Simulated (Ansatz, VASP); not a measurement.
# One calculation of Ba4Ru, two programs

```xyz
5
Lattice="6.4181 0.0000 0.0000 0.0000 6.4181 0.0000 0.0000 0.0000 6.4181" Properties=species:S:1:pos:R:3 pbc="T T T"
Ba    1.5700    1.5700    1.5700
Ba    4.8482    4.8482    1.5700
Ba    1.5700    4.8482    4.8482
Ba    4.8482    1.5700    4.8482
Ru    0.0000    0.0000    0.0000
```

Change from the starting cell: species swapped into the SnI4 type (P-43m, No. 215).

Alike in both runs: functional PBE; k mesh 4 × 4 × 4; occupations gaussian, width 0.1 eV; no spin polarisation.

Ansatz relaxed the structure, and its values are those at the end. VASP's run is a single point on that final structure, the one shown.

```csv
,VASP,Ansatz
version,VASP 6.6.1,Ansatz 0.2.0
potentials or method,"VASP PAW PBE potentials, release 64 (Ba_sv, Ru_pv), cutoff 520 eV","scalar-relativistic, plane waves, PAW"
valence electrons in the cell,54,56
```

|  | VASP | Ansatz | Ansatz less VASP |
| --- | --- | --- | --- |
| gap on the k mesh at the Fermi level (eV) | none | none | - |
| pressure (GPa) | 1.0 | 0.1 | -0.84 |
| rms of the force components (eV/Å) | 0.205 | 0.002 | -0.2031 |

A gap of «none» marks a metal or a gap that the smearing closes. One of these differences is far larger than is usual between the two programs; its cause wasn't traced. With one functional, cell and mesh, what is left measures potentials, basis and numerics. VASP's potentials hold 54 valence electrons a cell and Ansatz's 56, so a difference there can come from the potentials and not from the codes.

Neither program's run includes spin-orbit coupling.
